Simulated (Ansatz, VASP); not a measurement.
**Two plane-wave programs on TiC**

Contents of POSCAR:

```
TiC
1.0
    0.0000000000      2.1215080947      2.1215080947
    2.1215080947      0.0000000000      2.1215080947
    2.1215080947      2.1215080947      0.0000000000
Ti C
1 1
Direct
    0.0000000000      0.0000000000      0.0000000000
    0.5000000000      0.5000000000      0.5000000000
```

The input INCAR.step1:

```
PREC = Accurate
ENCUT = 520
ISMEAR = -1
SIGMA = 0.05
LREAL = F
LASPH = T
NELM = 80
NBANDS = 15
GGA = PE
ALGO = Normal
EDIFF = 1E-4
LWAVE = T
LCHARG = F
```

INCAR.step2

```
PREC = Accurate
ENCUT = 520
EDIFF = 1E-7
ISMEAR = -1
SIGMA = 0.05
LREAL = F
LASPH = T
NELM = 80
ALGO = Normal
ISIF = 2
LWAVE = F
LCHARG = F
METAGGA = R2SCAN
LMIXTAU = T
IVDW = 13
VDW_S6 = 1.0
VDW_S8 = 0.6018749
VDW_A1 = 0.51559235
VDW_A2 = 5.77342911
NBANDS = 15
ISTART = 1
```

KPOINTS

```
regular mesh
0
Gamma
  11 11 11
```

File input.yaml:

```yaml
crystal:
  lattice:
    - [0.0, 2.1215080947, 2.1215080947]
    - [2.1215080947, 0.0, 2.1215080947]
    - [2.1215080947, 2.1215080947, 0.0]
  atoms:
    - { symbol: Ti, position: [0.0, 0.0, 0.0] }
    - { symbol: C, position: [0.5, 0.5, 0.5] }
hamiltonian:
  xc: r2scan
  pseudopotentials: { kind: paw }
  dispersion: d4
kpoints:
  mp_grid: { grid: [11, 11, 11] }
scf:
  occupations: { method: fermi_dirac, width: 0.05 }
output:
  forces: true
  stress: true
  eigenvalues: true
  write_density: true
  write_potential: true
  elf: true
  volumetric_format: npy
```

Alike in both runs: task single point; functional r2SCAN; dispersion D4; k mesh 11 × 11 × 11; occupations fermi-dirac, width 0.05 eV; no spin polarisation.

```csv
,VASP,Ansatz
version,VASP 6.6.1,Ansatz 0.2.0
potentials or method,"VASP PAW PBE potentials, release 64 (Ti_sv, C)",Ansatz PAW
plane-wave cutoff (eV),520,500
valence electrons in the cell,16,16
```

VASP gave:

```
gap on the k mesh at the Fermi level (eV) : none
pressure (GPa)                            : 16.7
```

**Question.** Estimate Ansatz's values.

**Answer.** gap on the k mesh at the Fermi level (eV): none; pressure (GPa): 15.5.

VASP's potentials were made for PBE, not for r2SCAN. A gap of «none» marks a metal or a gap that the smearing closes.
